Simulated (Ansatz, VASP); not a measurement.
## Co2Si: VASP beside Ansatz

```
CELL_PARAMETERS angstrom
3.91162 0.00000 0.00000
-1.95581 3.38756 0.00000
0.00000 0.00000 2.47620
ATOMIC_POSITIONS crystal
Co 0.33333 0.66667 0.50000
Co 0.66667 0.33333 0.50000
Si 0.00000 0.00000 0.00000
```

Alike in both runs: functional r2SCAN; k mesh 12 × 12 × 18; occupations gaussian, width 0.1 eV; collinear spin.

Ansatz relaxed the structure, and its values are those at the end. VASP's run is a single point on that final structure, the one shown.

|  | VASP | Ansatz |
| --- | --- | --- |
| version | VASP 6.6.1 | Ansatz 0.2.0 |
| potentials or method | VASP PAW PBE potentials, release 64 (Co, Si), cutoff 520 eV | scalar-relativistic, plane waves, PAW |
| valence electrons in the cell | 22 | 38 |

Ansatz gave:

* gap on the k mesh at the Fermi level (eV): none
* pressure (GPa): 0.0
* net moment per atom (μB): 0.92
* size of the moment on the site where the two differ most (μB): 1.46

Question: What did VASP give for the same quantities?

Answer: gap on the k mesh at the Fermi level (eV): none; pressure (GPa): -0.1; net moment per atom (μB): 0.91; size of the moment on the site where the two differ most (μB): 1.43.

VASP's potentials were made for PBE, not for r2SCAN. Site moments also hang on the region over which each program counts them. A gap of «none» marks a metal or a gap that the smearing closes. With one functional, cell and mesh, what is left measures potentials, basis and numerics. VASP's potentials hold 22 valence electrons a cell and Ansatz's 38, so a difference there can come from the potentials and not from the codes.
